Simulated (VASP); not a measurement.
# SiO2 (P6_222) in VASP: further runs, part 2 of 2

VASP 6.6.1.

## (4) Single point, r2SCAN (13.24 Å³/atom)

This run uses another cell than the first one, of 13.24 Å³/atom.

POSCAR reads:

```
SiO2
1.0
    5.0079533191      0.0000000000      0.0000000000
   -2.5039766596      4.3370147953      0.0000000000
    0.0000000000      0.0000000000      5.4850622557
Si O
3 6
Direct
    0.5000000000      0.5000000000      0.3333333333
    0.0000000000      0.5000000000      0.6666666667
    0.5000000000      0.0000000000      0.0000000000
    0.2082404179      0.7917595821      0.8333333333
    0.4164808359      0.2082404179      0.1666666667
    0.2082404179      0.4164808359      0.5000000000
    0.7917595821      0.2082404179      0.8333333333
    0.5835191641      0.7917595821      0.1666666667
    0.7917595821      0.5835191641      0.5000000000
```

INCAR.step1 reads:

```
PREC     = Accurate       # precision mode
ENCUT    = 520            # plane-wave cutoff, eV
ISMEAR   = 0              # smearing method
SIGMA    = 0.01           # smearing width, eV
LREAL    = False          # projectors in reciprocal space
LASPH    = True           # aspherical terms in the spheres
NELM     = 100            # most SCF steps
NBANDS   = 34             # bands
GGA      = PE             # functional
ALGO     = Normal         # electronic algorithm
EDIFF    = 1E-4           # SCF threshold, eV
LWAVE    = True           # write WAVECAR
LCHARG   = False          # write CHGCAR
```

INCAR.step2 reads:

```
PREC     = Accurate       # precision mode
ENCUT    = 520            # plane-wave cutoff, eV
EDIFF    = 1E-6           # SCF threshold, eV
ISMEAR   = 0              # smearing method
SIGMA    = 0.01           # smearing width, eV
LREAL    = False          # projectors in reciprocal space
LASPH    = True           # aspherical terms in the spheres
NELM     = 100            # most SCF steps
ALGO     = Normal         # electronic algorithm
ISIF     = 2              # what is computed and relaxed
LWAVE    = False          # write WAVECAR
LCHARG   = True           # write CHGCAR
METAGGA  = R2SCAN         # meta-GGA
LMIXTAU  = True         
LELF     = True           # ELF
LVHAR    = True         
NBANDS   = 34             # bands
ISTART   = 1
```

KPOINTS reads:

```
Automatic mesh
0
Gamma
  6 6 4
```

Potentials or basis: VASP PAW PBE potentials, release 64 (Si, O).

On the command line:

```sh
> cat potpaw_PBE.64/Si/POTCAR potpaw_PBE.64/O/POTCAR > POTCAR
> cp INCAR.step1 INCAR
> mpirun -np 1 vasp_std > vasp.out
> cp INCAR.step2 INCAR
> mpirun -np 1 vasp_std > vasp.out
```

OUTCAR:

```text
PREC = Accurate
   ENCUT = 520
   EDIFF = 1E-6
   ISMEAR = 0
   LREAL = False
   LASPH = True
   NELM = 100
   ISIF = 2
   METAGGA = R2SCAN
   ISTART = 1

 ion  position               nearest neighbor table
   1  0.500  0.500  0.333-   5 1.59   8 1.59   6 1.59   9 1.59   3 3.10   3 3.10   2 3.10   2 3.10

   2  0.000  0.500  0.667-   4 1.59   7 1.59   6 1.59   9 1.59   3 3.10   3 3.10   1 3.10   1 3.10

   3  0.500  0.000  0.000-   5 1.59   8 1.59   7 1.59   4 1.59   2 3.10   2 3.10   1 3.10   1 3.10

   4  0.208  0.792  0.833-   2 1.59   3 1.59
   5  0.416  0.208  0.167-   3 1.59   1 1.59
   6  0.208  0.416  0.500-   2 1.59   1 1.59
   7  0.792  0.208  0.833-   2 1.59   3 1.59
   8  0.584  0.792  0.167-   3 1.59   1 1.59
   9  0.792  0.584  0.500-   2 1.59   1 1.59

  LATTYP: Found a hexagonal cell.
 ALAT       =     5.0079533191
 C/A-ratio  =     1.0952702444

  Lattice vectors:

 A1 = (   5.0079533191,   0.0000000000,   0.0000000000)
 A2 = (  -2.5039766596,   4.3370147953,   0.0000000000)
 A3 = (   0.0000000000,   0.0000000000,   5.4850622557)

Analysis of symmetry for initial positions (statically):
=====================================================================
 Subroutine PRICEL returns:
 Original cell was already a primitive cell.

 Routine SETGRP: Setting up the symmetry group for a
 hexagonal supercell.

 Subroutine GETGRP returns: Found 12 space group operations
 (whereof  4 operations were pure point group operations)
 out of a pool of 24 trial point group operations.

The static configuration has the point symmetry D_2 .
 The point group associated with its full space group is D_6 .

Analysis of symmetry for dynamics (positions and initial velocities):
=====================================================================
 Subroutine PRICEL returns:
 Original cell was already a primitive cell.

 Routine SETGRP: Setting up the symmetry group for a
 hexagonal supercell.

 Subroutine GETGRP returns: Found 12 space group operations
 (whereof  4 operations were pure point group operations)
 out of a pool of 24 trial point group operations.

The dynamic configuration has the point symmetry D_2 .
 The point group associated with its full space group is D_6 .

 Subroutine INISYM returns: Found 12 space group operations
 (whereof  4 operations are pure point group operations),
 and found     1 'primitive' translations

----------------------------------------------------------------------------------------

                                     Primitive cell

  volume of cell :     119.1332

  direct lattice vectors                    reciprocal lattice vectors
     5.007953319  0.000000000  0.000000000     0.199682372  0.115286672  0.000000000
    -2.503976660  4.337014795  0.000000000     0.000000000  0.230573343  0.000000000
     0.000000000  0.000000000  5.485062256     0.000000000  0.000000000  0.182313336

  length of vectors
     5.007953319  5.007953319  5.485062256     0.230573343  0.230573343  0.182313336

  position of ions in fractional coordinates (direct lattice)
[... 51 lines left out ...]
  0.166667  0.000000  0.000000      6.000000
  0.333333  0.000000  0.000000      6.000000
  0.500000  0.000000  0.000000      3.000000
  0.166667  0.166667  0.000000      6.000000
  0.333333  0.166667  0.000000     12.000000
[... 13 lines left out ...]
  0.333333  0.166667  0.500000     12.000000
  0.333333  0.333333  0.500000      2.000000
   k-points           NKPTS =     21   k-points in BZ     NKDIM =     21   number of bands    NBANDS=     34
   number of dos      NEDOS =    301   number of ions     NIONS =      9
   total plane-waves  NPLWV =  67200
   dimension x,y,z NGX =    40 NGY =   40 NGZ =   42
   dimension x,y,z NGXF=    80 NGYF=   80 NGZF=   84
   ions per type =               3   6
   NGX,Y,Z   is equivalent  to a cutoff of  13.28, 13.28, 12.73 a.u.
   NGXF,Y,Z  is equivalent  to a cutoff of  26.56, 26.56, 25.46 a.u.
 SYSTEM =  unknown system
   PREC   = accura    normal or accurate (medium, high low for compatibility)
   ISTART =      1    job   : 0-new  1-cont  2-samecut
   ICHARG =      0    charge: 1-file 2-atom 10-const
   ISPIN  =      1    spin polarized calculation?
   LNONCOLLINEAR =      F non collinear calculations
   LSORBIT =      F    spin-orbit coupling
   LASPH  =      T    aspherical Exc in radial PAW
   ENCUT  =  520.0 eV  38.22 Ry    6.18 a.u.   9.31  9.31 10.20*2*pi/ulx,y,z
   NELM   =    100;   NELMIN=  2; NELMDL=  0     # of ELM steps
   EDIFF  = 0.1E-05   stopping-criterion for ELM
   LREAL  =      F    real-space projection
   EDIFFG = 0.1E-04   stopping-criterion for IOM
   NSW    =      0    number of steps for IOM
   IBRION =     -1    ionic relax: 0-MD 1-quasi-New 2-CG
   NFREE  =      0    steps in history (QN), initial steepest desc. (CG)
   ISIF   =      2    stress and relaxation
   ISYM   =      2    0-nonsym 1-usesym 2-fastsym
   POTIM  = 0.5000    time-step for ionic-motion
   TEBEG  =    0.0;   TEEND  =   0.0 temperature during run
   PSTRESS=    0.0 pullay stress
   NELECT =      48.0000    total number of electrons
   NUPDOWN=      -1.0000    fix difference up-down
   EMIN   =  10.00;   EMAX   =-10.00  energy-range for DOS
   EFERMI =   0.00;   METHOD = LEGACY
   ISMEAR =     0;   SIGMA  =   0.01  broadening in eV -4-tet -1-fermi 0-gaus
   EFERMI_NEDOS =   21; number of points for ismear=-14 and -15
   IALGO  =     38    algorithm
   IMIX   =      4    mixing-type and parameters
     AMIX     =   0.40;   BMIX     =  1.00
     AMIX_MAG =   1.60;   BMIX_MAG =  1.00
  volume/ion in A,a.u.               =      13.24        89.33
  Fermi-wavevector in a.u.,A,eV,Ry     =   1.209143  2.284949 19.892082  1.462027
  Thomas-Fermi vector in A             =   2.344729
   LORBIT       =      0    0 simple, 1 ext, 2 COOP (PROOUT), +10 PAW based schemes
   METAGGA = R2SCAN    functional components
   LHFCALC =     F    Hartree Fock is set to
   AEXX    =    0.0000 exact exchange contribution
   IVDW    =     0    specifies the selected vdW correction
   LEPSILON=     F    determine dielectric tensor
   LRPA    =     F    only Hartree local field effects (RPA)
 non-spin polarized calculation
 Gauss-broadening in eV      SIGMA  =   0.01
  energy-cutoff  :      520.00
  volume of cell :      119.13
 maximum number of plane-waves:      3248
 NGX is ok and might be reduce to    40
   NGX = 19   NGY = 19   NGZ = 21

 number of electron      47.9999990 magnetization

 Free energy of the ion-electron system (eV)
  ---------------------------------------------------
  ext. energy  EPLUGINS =         0.00000000
  ---------------------------------------------------
  free energy    TOTEN  =       -89.27664529 eV

  energy without entropy =      -89.27664529  energy(sigma->0) =      -89.27664529

 E-fermi :   0.3929     XC(G=0):  -9.3382

 val. band max:        0.2968903089   @ k =   0.5000   0.0000   0.0000
 cond. band min:       6.7414633560   @ k =   0.0000   0.0000   0.0000
 fundamental gap:      6.4445730471
 Fermi energy:         0.3928553656

 k-point     1 :       0.0000    0.0000    0.0000
  band No.  band energies     occupation
      1     -20.2911      2.00000
      2     -18.7853      2.00000
      3     -18.7853      2.00000
      4     -18.1820      2.00000
      5     -18.1317      2.00000
      6     -18.1317      2.00000
[... 766 lines left out ...]
     33      12.8350      0.00000
     34      12.8422      0.00000

------------------------ aborting loop because EDIFF is reached ----------------------------------------

  FORCE on cell =-STRESS in cart. coord.  units (eV):
  Direction    XX          YY          ZZ          XY          YZ          ZX
  --------------------------------------------------------------------------------------
  -------------------------------------------------------------------------------------
  Total        4.7102946      4.7102946      4.7753072     -0.0000000      0.0000000     -0.0000000
  in kB       63.3469795     63.3469795     64.2213103     -0.0000000      0.0000000     -0.0000000
  external PRESSURE =      63.6384231 kB  Pullay stress =       0.0000000 kB

 VOLUME and BASIS-vectors are now :
 -----------------------------------------------------------------------------
  energy-cutoff  :      520.00
  volume of cell :      119.13
      direct lattice vectors                 reciprocal lattice vectors
     5.007953319  0.000000000  0.000000000     0.199682372  0.115286672  0.000000000
    -2.503976660  4.337014795  0.000000000     0.000000000  0.230573343  0.000000000
     0.000000000  0.000000000  5.485062256     0.000000000  0.000000000  0.182313336

 POSITION                                       TOTAL-FORCE (eV/Angst)
 -----------------------------------------------------------------------------------
      1.25199      2.16851      1.82835         0.000000      0.000000      0.000000
     -1.25199      2.16851      3.65671         0.000000      0.000000     -0.000000
      2.50398      0.00000      0.00000         0.000000      0.000000      0.000000
     -0.93969      3.43387      4.57089        -0.211747      0.122252     -0.000000
      1.56429      0.90314      0.91418        -0.211747     -0.122252     -0.000000
     -0.00000      1.80628      2.74253         0.000000     -0.244504     -0.000000
      3.44367      0.90314      4.57089         0.211747     -0.122252     -0.000000
      0.93969      3.43387      0.91418         0.211747      0.122252     -0.000000
      2.50398      2.53073      2.74253        -0.000000      0.244504     -0.000000
 -----------------------------------------------------------------------------------
    total drift:                               -0.000000      0.000000      0.000001

  FREE ENERGIE OF THE ION-ELECTRON SYSTEM (eV)
  ---------------------------------------------------
  free  energy   TOTEN  =       -89.2766452949 eV

  energy  without entropy=      -89.2766452949  energy(sigma->0) =      -89.27664529
```

Wall time 2.3 min (1 thread of Intel Xeon 6975P-C (Granite Rapids), shared host); peak memory 0.29 GiB.

Results:

* Free energy: -89.2766 eV
* Pressure: 6.4 GPa
* Largest force: 0.245 eV/Å
* Band gap on the k mesh: 6.44 eV (least direct gap 6.64 eV)

Forces in eV/Å, atoms in the order of the input:
```
Si   0.000  0.000  0.000
Si   0.000  0.000  0.000
Si   0.000  0.000  0.000
O   -0.212  0.122  0.000
O   -0.212 -0.122  0.000
O    0.000 -0.245  0.000
O    0.212 -0.122  0.000
O    0.212  0.122  0.000
O    0.000  0.245  0.000
```

Caveat: the cell stands under pressure; the PAW data sets were made with another functional, which shifts forces and pressure a little.

## (5) Single point, r2SCAN

POSCAR, as its differences from that of step 4:

```diff
@@ -2,5 +2,5 @@
 1.0
-    5.0079533191      0.0000000000      0.0000000000
-   -2.5039766596      4.3370147953      0.0000000000
-    0.0000000000      0.0000000000      5.4850622557
+    5.0590584133      0.0000000000      0.0000000000
+   -2.5295292067      4.3812731051      0.0000000000
+    0.0000000000      0.0000000000      5.5410361447
 Si O
```

INCAR.step1 reads:

```
SYSTEM = SiO2
PREC = Accurate ; ENCUT = 520
ISMEAR = 0 ; SIGMA = 0.01
LREAL = .False. ; LASPH = .True.
NELM = 100 ; NBANDS = 34
GGA = PE ; ALGO = Normal
EDIFF = 1E-4 ; LWAVE = .True.
LCHARG = .False.
```

INCAR.step2 reads:

```
SYSTEM = SiO2
PREC = Accurate ; ENCUT = 520
EDIFF = 1E-6 ; ISMEAR = 0
SIGMA = 0.01 ; LREAL = .False.
LASPH = .True. ; NELM = 100
ALGO = Normal ; ISIF = 2
LWAVE = .False. ; LCHARG = .False.
METAGGA = R2SCAN ; LMIXTAU = .True.
NBANDS = 34 ; ISTART = 1
```

KPOINTS reads:

```
Automatic mesh
0
Gamma
  6 6 4
  0 0 0
```

On the command line:

```sh
> cat potpaw_PBE.64/Si/POTCAR potpaw_PBE.64/O/POTCAR > POTCAR
> cp INCAR.step1 INCAR
> mpirun -np 1 vasp_std > vasp.out
> cp INCAR.step2 INCAR
> mpirun -np 1 vasp_std > vasp.out
```

Wall time 2.3 min (1 thread of Intel Xeon 6975P-C (Granite Rapids), shared host); peak memory 0.29 GiB.

It converged, with:

```
Free energy            : -89.3558 eV
Pressure               : 0.2 GPa
Largest force          : 0.011 eV/Å
Band gap on the k mesh : 6.30 eV (least direct gap 6.49 eV)
```

Forces on the atoms (eV/Å):
```
Si   0.000  0.000  0.000
Si   0.000  0.000  0.000
Si   0.000  0.000  0.000
O    0.010 -0.006  0.000
O    0.010  0.006  0.000
O    0.000  0.011  0.000
O   -0.010  0.006  0.000
O   -0.010 -0.006  0.000
O    0.000 -0.011  0.000
```

Levels at points of the mesh, in eV from the valence-band top:
```
           k point  band 21  band 22  band 23  band 24  band 25  band 26  band 27  band 28
(0.00, 0.00, 0.00)    -1.00    -0.46    -0.46    -0.19     6.30     9.74     9.74    10.07
(0.50, 0.00, 0.00)    -1.17    -1.02    -0.35     0.00     8.41     9.27    10.39    10.54
(0.00, 0.00, 0.50)    -1.17    -0.29     0.00     0.00     8.17     8.17     9.24    10.74
(0.50, 0.00, 0.50)    -0.94    -0.73    -0.70    -0.34     9.51     9.90    10.00    10.15
```

Caveat: the PAW data sets were made with another functional, which shifts forces and pressure a little. r2SCAN opens gaps a little over a GGA but as a rule still falls short of measured ones.

## (6) The runs side by side

```csv
level,cell,k mesh,gap on the mesh (eV),pressure (GPa),largest force (eV/Å)
PBE,"a = 5.059, b = 5.059, c = 5.541 Å, angles 90.0, 90.0, 120.0°, 9 atoms",6 × 6 × 6,5.72,5.0,0.21
r2SCAN,"a = 4.956, b = 4.956, c = 5.428 Å, angles 90.0, 90.0, 120.0°, 9 atoms",6 × 6 × 4,6.58,13.5,0.53
r2SCAN,"a = 5.008, b = 5.008, c = 5.485 Å, angles 90.0, 90.0, 120.0°, 9 atoms",6 × 6 × 4,6.44,6.4,0.24
r2SCAN,"a = 5.059, b = 5.059, c = 5.541 Å, angles 90.0, 90.0, 120.0°, 9 atoms",6 × 6 × 4,6.30,0.2,0.01
```

Alike in all rows: task single point; potentials or basis VASP PAW PBE potentials, release 64 (Si, O); no spin polarisation; cutoff (eV) 520; smearing gaussian 0.01 eV.

Caveats: the cell stands under pressure (at least some runs); the PAW data sets were made with another functional, which shifts forces and pressure a little (at least some runs).

Total energies depend on the potentials used, so only differences within one code and one set of settings carry meaning.
